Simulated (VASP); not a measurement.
# Al2Pt (Fm-3m) in VASP: further runs, part 2 of 2

VASP 6.6.1. Earlier steps stand in the parts before.

## Step 5: Single point, PBE (volume scaled by 0.97)

Contents of INCAR:

```
SYSTEM = Al2Pt
  ALGO = Fast
  EDIFF = 1E-7
  ENCUT = 520
  GGA = PE
  ISIF = 2
  ISMEAR = 0
  LASPH = .True.
  LCHARG = .False.
  LREAL = .False.
  LWAVE = .False.
  NBANDS = 15
  NELM = 60
  PREC = Accurate
  SIGMA = 0.1
```

Contents of KPOINTS:

```
k-points
0
Gamma
  12 12 12
  0 0 0
```

Contents of POSCAR:

```
Al2Pt
1.0
    0.0000000000      2.9431696778      2.9431696778
    2.9431696778      0.0000000000      2.9431696778
    2.9431696778      2.9431696778      0.0000000000
Al Pt
2 1
Direct
    0.2500000000      0.2500000000      0.2500000000
    0.7500000000      0.7500000000      0.7500000000
    0.0000000000      0.0000000000      0.0000000000
```

Potentials or basis: VASP PAW PBE potentials, release 64 (Al, Pt).

Started as:

```bash
cat potpaw_PBE.64/Al/POTCAR potpaw_PBE.64/Pt/POTCAR > POTCAR
mpirun -np 1 vasp_std > vasp.out
```

OUTCAR:

```text
SYSTEM = Al2Pt
   EDIFF = 1E-7
   ENCUT = 520
   GGA = PE
   ISIF = 2
   ISMEAR = 0
   LASPH = .True.
   LREAL = .False.
   NELM = 60
   PREC = Accurate

 ion  position               nearest neighbor table
   1  0.250  0.250  0.250-   3 2.55   3 2.55   3 2.55   3 2.55   2 2.94   2 2.94   2 2.94   2 2.94
                             2 2.94   2 2.94
   2  0.750  0.750  0.750-   3 2.55   3 2.55   3 2.55   3 2.55   1 2.94   1 2.94   1 2.94   1 2.94
                             1 2.94   1 2.94
   3  0.000  0.000  0.000-   2 2.55   2 2.55   1 2.55   1 2.55   2 2.55   1 2.55   2 2.55   1 2.55

  LATTYP: Found a face centered cubic cell.
 ALAT       =     5.8863393556

  Lattice vectors:

 A1 = (   0.0000000000,   2.9431696778,   2.9431696778)
 A2 = (   2.9431696778,   0.0000000000,   2.9431696778)
 A3 = (   2.9431696778,   2.9431696778,   0.0000000000)

Analysis of symmetry for initial positions (statically):
=====================================================================
 Subroutine PRICEL returns:
 Original cell was already a primitive cell.

 Routine SETGRP: Setting up the symmetry group for a
 face centered cubic supercell.

 Subroutine GETGRP returns: Found 48 space group operations
 (whereof 48 operations were pure point group operations)
 out of a pool of 48 trial point group operations.

The static configuration has the point symmetry O_h .

Analysis of symmetry for dynamics (positions and initial velocities):
=====================================================================
 Subroutine PRICEL returns:
 Original cell was already a primitive cell.

 Routine SETGRP: Setting up the symmetry group for a
 face centered cubic supercell.

 Subroutine GETGRP returns: Found 48 space group operations
 (whereof 48 operations were pure point group operations)
 out of a pool of 48 trial point group operations.

The dynamic configuration has the point symmetry O_h .

 Subroutine INISYM returns: Found 48 space group operations
[... 124 lines left out ...]
   GGA     = PE    functional components
   LHFCALC =     F    Hartree Fock is set to
   AEXX    =    0.0000 exact exchange contribution
   IVDW    =     0    specifies the selected vdW correction
   LEPSILON=     F    determine dielectric tensor
   LRPA    =     F    only Hartree local field effects (RPA)
 non-spin polarized calculation
 RMM-DIIS sequential band-by-band and
 Gauss-broadening in eV      SIGMA  =   0.10
  energy-cutoff  :      520.00
  volume of cell :       50.99
 maximum number of plane-waves:      1391
   NGX = 15   NGY = 15   NGZ = 15

 number of electron      16.0000000 magnetization

 Free energy of the ion-electron system (eV)
  ---------------------------------------------------
  ext. energy  EPLUGINS =         0.00000000
  ---------------------------------------------------
  free energy    TOTEN  =       -16.23709786 eV

  energy without entropy =      -16.23137485  energy(sigma->0) =      -16.23423636

 E-fermi :   8.0713     XC(G=0): -10.7537

 val. band max:        8.0623895314   @ k =   0.2500   0.2500   0.0000
 cond. band min:       8.0942398769   @ k =  -0.4167   0.2500   0.0000
 fundamental gap:      0.0318503455
 Fermi energy:         8.0712589302

 k-point     1 :       0.0000    0.0000    0.0000
  band No.  band energies     occupation
      1      -2.2707      2.00000
      2       2.9251      2.00000
      3       2.9251      2.00000
      4       2.9251      2.00000
      5       4.2948      2.00000
      6       4.2948      2.00000
      7      11.0925      0.00000
      8      11.8750      0.00000
      9      11.8750      0.00000
     10      11.8750      0.00000
     11      13.5214      0.00000
     12      13.5214      0.00000
     13      13.5214      0.00000
     14      14.4245      0.00000
[... 401 lines left out ...]
      2       1.9323      2.00000
      3       3.1397      2.00000
      4       3.4596      2.00000
      5       4.0706      2.00000
      6       4.3950      2.00000
      7       4.7844      2.00000
      8       7.5569      2.00000
      9       8.7015      0.00000
     10      11.5907      0.00000
     11      13.7267      0.00000
     12      14.1373      0.00000
     13      15.0335      0.00000
     14      16.9442      0.00000
     15      17.2728      0.00000

 [... further k-points ...]
[... 5 lines left out ...]
  --------------------------------------------------------------------------------------
  -------------------------------------------------------------------------------------
  Total        1.2856468      1.2856468      1.2856468      0.0000000      0.0000000     -0.0000000
  in kB       40.3976733     40.3976733     40.3976733      0.0000000      0.0000000     -0.0000000
  external PRESSURE =      40.3976733 kB  Pullay stress =       0.0000000 kB

 VOLUME and BASIS-vectors are now :
 -----------------------------------------------------------------------------
  energy-cutoff  :      520.00
  volume of cell :       50.99
      direct lattice vectors                 reciprocal lattice vectors
     0.000000000  2.943169678  2.943169678    -0.169884871  0.169884871  0.169884871
     2.943169678  0.000000000  2.943169678     0.169884871 -0.169884871  0.169884871
     2.943169678  2.943169678  0.000000000     0.169884871  0.169884871 -0.169884871

 POSITION                                       TOTAL-FORCE (eV/Angst)
 -----------------------------------------------------------------------------------
      1.47158      1.47158      1.47158        -0.000000     -0.000000      0.000000
      4.41475      4.41475      4.41475         0.000000      0.000000     -0.000000
      0.00000      0.00000      0.00000        -0.000000     -0.000000      0.000000
 -----------------------------------------------------------------------------------
    total drift:                                0.000000     -0.000000      0.000000

  FREE ENERGIE OF THE ION-ELECTRON SYSTEM (eV)
  ---------------------------------------------------
  free  energy   TOTEN  =       -16.2370978592 eV

  energy  without entropy=      -16.2313748546  energy(sigma->0) =      -16.23423636
```

OSZICAR:

```text
N       E                     dE             d eps       ncg     rms          rms(c)
DAV:   1     0.464834684833E+02    0.46483E+02   -0.66372E+03  2200   0.908E+02
DAV:   2    -0.153672154436E+02   -0.61851E+02   -0.55523E+02  2672   0.164E+02
DAV:   3    -0.168021363896E+02   -0.14349E+01   -0.14268E+01  2784   0.238E+01
DAV:   4    -0.168138156716E+02   -0.11679E-01   -0.11678E-01  2664   0.253E+00
DAV:   5    -0.168140304190E+02   -0.21475E-03   -0.21475E-03  2832   0.356E-01    0.875E+00
RMM:   6    -0.163420366270E+02    0.47199E+00   -0.16451E+00  2175   0.812E+00    0.224E+00
RMM:   7    -0.162640636321E+02    0.77973E-01   -0.97148E-02  2189   0.207E+00    0.161E+00
RMM:   8    -0.162368223472E+02    0.27241E-01   -0.30873E-02  2238   0.141E+00    0.217E-01
RMM:   9    -0.162369403611E+02   -0.11801E-03   -0.51991E-03  2406   0.522E-01    0.174E-01
RMM:  10    -0.162371169952E+02   -0.17663E-03   -0.13257E-03  2343   0.237E-01    0.482E-02
RMM:  11    -0.162370941066E+02    0.22889E-04   -0.34999E-04  2462   0.122E-01    0.187E-02
RMM:  12    -0.162370972762E+02   -0.31696E-05   -0.73660E-05  2503   0.520E-02    0.154E-02
RMM:  13    -0.162370988585E+02   -0.15823E-05   -0.17282E-05  2505   0.256E-02    0.654E-03
RMM:  14    -0.162370978117E+02    0.10467E-05   -0.10083E-05  2362   0.197E-02    0.408E-03
RMM:  15    -0.162370978801E+02   -0.68414E-07   -0.19308E-06  2390   0.778E-03    0.261E-03
RMM:  16    -0.162370977137E+02    0.16645E-06   -0.26499E-07  1845   0.307E-03    0.186E-03
RMM:  17    -0.162370978470E+02   -0.13335E-06   -0.17181E-07  1518   0.271E-03    0.326E-03
RMM:  18    -0.162370978592E+02   -0.12204E-07   -0.25813E-08  1213   0.971E-04
   1 F= -.16237098E+02 E0= -.16234236E+02  d E =-.572300E-02
```

stdout:

```text
POSCAR found type information on POSCAR AlPt
 POSCAR found :  2 types and       3 ions
 scaLAPACK will be used
 LDA part: xc-table for (Slater+PW92), standard interpolation
 POSCAR, INCAR and KPOINTS ok, starting setup
 FFT: planning ... GRIDC
 FFT: planning ... GRID_SOFT
 FFT: planning ... GRID
 WAVECAR not read
 entering main loop
```

Wall time 45 s (1 thread of Intel Xeon Platinum 8488C (Sapphire Rapids), shared host); peak memory 0.21 GiB.

Results:

- Free energy: -16.2371 eV
- Pressure: 4.0 GPa
- Band gap on the k mesh: zero (band 8 reaches 11.88 eV, above the bottom of band 9 at 6.42 eV)

Levels at points of the mesh, in eV from the Fermi level:
```csv
k point,band 6,band 7,band 8,band 9,band 10,band 11
"(0.00, 0.00, 0.00)",-3.78,3.02,3.80,3.80,3.80,5.45
"(0.50, 0.00, 0.00)",-3.55,-3.55,0.99,0.99,3.77,5.18
"(0.50, 0.50, 0.00)",-3.48,-3.27,-1.66,-1.66,3.20,3.37
```

Caveat: the cell differs from its parent crystal (volume scaled by 0.97); spin-orbit coupling is left out, which moves the levels of the heavy elements.

## Step 6: Single point, PBE

This run uses another cell than the first one, of 17.20 Å³/atom, 1.116 times its volume.

Contents of INCAR:

```
ALGO = Normal
EDIFF = 1E-7
ENCUT = 520
GGA = PE
ISIF = 2
ISMEAR = 0
LASPH = True
LCHARG = False
LREAL = False
LWAVE = False
NBANDS = 15
NELM = 80
PREC = Accurate
SIGMA = 0.1
```

Contents of KPOINTS:

```
k-points
0
Gamma
  12 12 12
```

Contents of POSCAR:

```
Al2Pt
1.0
    0.0000000000      2.9550000000      2.9550000000
    2.9550000000      0.0000000000      2.9550000000
    2.9550000000      2.9550000000      0.0000000000
Al Pt
2 1
Direct
    0.2500000000      0.2500000000      0.2500000000
    0.7500000000      0.7500000000      0.7500000000
    0.0000000000      0.0000000000      0.0000000000
```

Potentials or basis: VASP PAW PBE potentials, release 64 (Al, Pt).

Started as:

```bash
cat potpaw_PBE.64/Al/POTCAR potpaw_PBE.64/Pt/POTCAR > POTCAR
mpirun -np 1 vasp_std > vasp.out
```

OUTCAR:

```text
EDIFF = 1E-7
   ENCUT = 520
   GGA = PE
   ISIF = 2
   ISMEAR = 0
   LASPH = True
   LREAL = False
   NELM = 80
   PREC = Accurate

 ion  position               nearest neighbor table
   1  0.250  0.250  0.250-   3 2.56   3 2.56   3 2.56   3 2.56   2 2.96   2 2.96   2 2.96   2 2.96
                             2 2.96   2 2.96
   2  0.750  0.750  0.750-   3 2.56   3 2.56   3 2.56   3 2.56   1 2.96   1 2.96   1 2.96   1 2.96
                             1 2.96   1 2.96
   3  0.000  0.000  0.000-   2 2.56   2 2.56   2 2.56   1 2.56   2 2.56   1 2.56   1 2.56   1 2.56

  LATTYP: Found a face centered cubic cell.
 ALAT       =     5.9100000000

  Lattice vectors:

 A1 = (   0.0000000000,   2.9550000000,   2.9550000000)
 A2 = (   2.9550000000,   0.0000000000,   2.9550000000)
 A3 = (   2.9550000000,   2.9550000000,   0.0000000000)

Analysis of symmetry for initial positions (statically):
=====================================================================
 Subroutine PRICEL returns:
 Original cell was already a primitive cell.

 Routine SETGRP: Setting up the symmetry group for a
 face centered cubic supercell.

 Subroutine GETGRP returns: Found 48 space group operations
 (whereof 48 operations were pure point group operations)
 out of a pool of 48 trial point group operations.

The static configuration has the point symmetry O_h .

Analysis of symmetry for dynamics (positions and initial velocities):
=====================================================================
 Subroutine PRICEL returns:
 Original cell was already a primitive cell.

 Routine SETGRP: Setting up the symmetry group for a
 face centered cubic supercell.

 Subroutine GETGRP returns: Found 48 space group operations
 (whereof 48 operations were pure point group operations)
 out of a pool of 48 trial point group operations.

The dynamic configuration has the point symmetry O_h .

 Subroutine INISYM returns: Found 48 space group operations
 (whereof 48 operations are pure point group operations),
 and found     1 'primitive' translations
[... 122 lines left out ...]
   GGA     = PE    functional components
   LHFCALC =     F    Hartree Fock is set to
   AEXX    =    0.0000 exact exchange contribution
   IVDW    =     0    specifies the selected vdW correction
   LEPSILON=     F    determine dielectric tensor
   LRPA    =     F    only Hartree local field effects (RPA)
 non-spin polarized calculation
 Gauss-broadening in eV      SIGMA  =   0.10
  energy-cutoff  :      520.00
  volume of cell :       51.61
 maximum number of plane-waves:      1411
   NGX = 15   NGY = 15   NGZ = 15

 number of electron      16.0000000 magnetization

 Free energy of the ion-electron system (eV)
  ---------------------------------------------------
  ext. energy  EPLUGINS =         0.00000000
  ---------------------------------------------------
  free energy    TOTEN  =       -16.24944275 eV

  energy without entropy =      -16.24367569  energy(sigma->0) =      -16.24655922

 E-fermi :   7.9282     XC(G=0): -10.7010

 val. band max:        7.9242517310   @ k =   0.3333   0.2500   0.0000
 cond. band min:       7.9541746741   @ k =  -0.4167   0.2500   0.0000
 fundamental gap:      0.0299229431
 Fermi energy:         7.9282349408

 k-point     1 :       0.0000    0.0000    0.0000
  band No.  band energies     occupation
      1      -2.3283      2.00000
      2       2.8461      2.00000
      3       2.8461      2.00000
      4       2.8461      2.00000
      5       4.2022      2.00000
      6       4.2022      2.00000
      7      10.8571      0.00000
      8      11.7229      0.00000
      9      11.7229      0.00000
     10      11.7229      0.00000
     11      13.3097      0.00000
     12      13.3097      0.00000
     13      13.3097      0.00000
     14      14.2376      0.00000
[... 401 lines left out ...]
      2       1.8401      2.00000
      3       3.0614      2.00000
      4       3.3754      2.00000
      5       3.9694      2.00000
      6       4.2987      2.00000
      7       4.6779      2.00000
      8       7.4133      2.00000
      9       8.5569      0.00000
     10      11.4147      0.00000
     11      13.5373      0.00000
     12      13.9153      0.00000
     13      14.8361      0.00000
     14      16.7152      0.00000
     15      17.0820      0.00000

 [... further k-points ...]
[... 5 lines left out ...]
  --------------------------------------------------------------------------------------
  -------------------------------------------------------------------------------------
  Total        0.7427067      0.7427067      0.7427067      0.0000000      0.0000000      0.0000000
  in kB       23.0582027     23.0582027     23.0582027      0.0000000      0.0000000      0.0000000
  external PRESSURE =      23.0582027 kB  Pullay stress =       0.0000000 kB

 VOLUME and BASIS-vectors are now :
 -----------------------------------------------------------------------------
  energy-cutoff  :      520.00
  volume of cell :       51.61
      direct lattice vectors                 reciprocal lattice vectors
     0.000000000  2.955000000  2.955000000    -0.169204738  0.169204738  0.169204738
     2.955000000  0.000000000  2.955000000     0.169204738 -0.169204738  0.169204738
     2.955000000  2.955000000  0.000000000     0.169204738  0.169204738 -0.169204738

 POSITION                                       TOTAL-FORCE (eV/Angst)
 -----------------------------------------------------------------------------------
      1.47750      1.47750      1.47750         0.000000      0.000000      0.000000
      4.43250      4.43250      4.43250        -0.000000     -0.000000     -0.000000
      0.00000      0.00000      0.00000        -0.000000      0.000000     -0.000000
 -----------------------------------------------------------------------------------
    total drift:                                0.000000     -0.000000      0.000000

  FREE ENERGIE OF THE ION-ELECTRON SYSTEM (eV)
  ---------------------------------------------------
  free  energy   TOTEN  =       -16.2494427523 eV

  energy  without entropy=      -16.2436756860  energy(sigma->0) =      -16.24655922
```

OSZICAR:

```text
N       E                     dE             d eps       ncg     rms          rms(c)
DAV:   1     0.475343631574E+02    0.47534E+02   -0.67166E+03  2224   0.914E+02
DAV:   2    -0.153269184748E+02   -0.62861E+02   -0.55170E+02  2567   0.163E+02
DAV:   3    -0.168063576241E+02   -0.14794E+01   -0.14711E+01  2868   0.241E+01
DAV:   4    -0.168185475274E+02   -0.12190E-01   -0.12188E-01  2496   0.255E+00
DAV:   5    -0.168187662390E+02   -0.21871E-03   -0.21871E-03  2946   0.357E-01    0.857E+00
DAV:   6    -0.163580054040E+02    0.46076E+00   -0.19009E+00  2510   0.124E+01    0.222E+00
DAV:   7    -0.162788741690E+02    0.79131E-01   -0.14339E-01  2482   0.357E+00    0.166E+00
DAV:   8    -0.162492257235E+02    0.29648E-01   -0.29072E-02  2532   0.143E+00    0.249E-01
DAV:   9    -0.162492899275E+02   -0.64204E-04   -0.13273E-03  2721   0.307E-01    0.160E-01
DAV:  10    -0.162494424171E+02   -0.15249E-03   -0.25568E-04  2398   0.111E-01    0.160E-02
DAV:  11    -0.162494409429E+02    0.14742E-05   -0.11432E-05  2839   0.321E-02    0.769E-03
DAV:  12    -0.162494428020E+02   -0.18591E-05   -0.45003E-06  2349   0.129E-02    0.167E-03
DAV:  13    -0.162494427523E+02    0.49726E-07   -0.17855E-07  2379   0.392E-03
   1 F= -.16249443E+02 E0= -.16246559E+02  d E =-.576707E-02
```

stdout:

```text
POSCAR found type information on POSCAR AlPt
 POSCAR found :  2 types and       3 ions
 scaLAPACK will be used
 LDA part: xc-table for (Slater+PW92), standard interpolation
 POSCAR, INCAR and KPOINTS ok, starting setup
 FFT: planning ... GRIDC
 FFT: planning ... GRID_SOFT
 FFT: planning ... GRID
 WAVECAR not read
 entering main loop
```

Run time: 28 s. Hardware: 1 thread of Intel Xeon Platinum 8488C (Sapphire Rapids), shared host; peak memory 0.21 GiB.

What came out:

```yaml
Free_energy: -16.2494 eV
Pressure: 2.3 GPa
Band_gap_on_the_k_mesh: zero (band 8 reaches 11.72 eV, above the bottom of band 9 at 6.30 eV)
```

Caveat: spin-orbit coupling is left out, which moves the levels of the heavy elements.

## Step 7: Overview

```csv
cell,gap on the mesh (eV),pressure (GPa)
"a = 4.029 Å, angles 60.0°, 3 atoms",none,21.8
"a = 4.075 Å, angles 60.0°, 3 atoms",none,14.9
"a = 4.119 Å, angles 60.0°, 3 atoms",none,9.0
"a = 4.162 Å, angles 60.0°, 3 atoms",none,4.0
"a = 4.179 Å, angles 60.0°, 3 atoms",none,2.3
```

Alike in all rows: task single point; level PBE; potentials or basis VASP PAW PBE potentials, release 64 (Al, Pt); no spin polarisation; k mesh 12 × 12 × 12; cutoff (eV) 520; smearing gaussian 0.1 eV.

Caveats: spin-orbit coupling is left out, which moves the levels of the heavy elements.

Absolute energies hang on the potentials; compare differences alone.
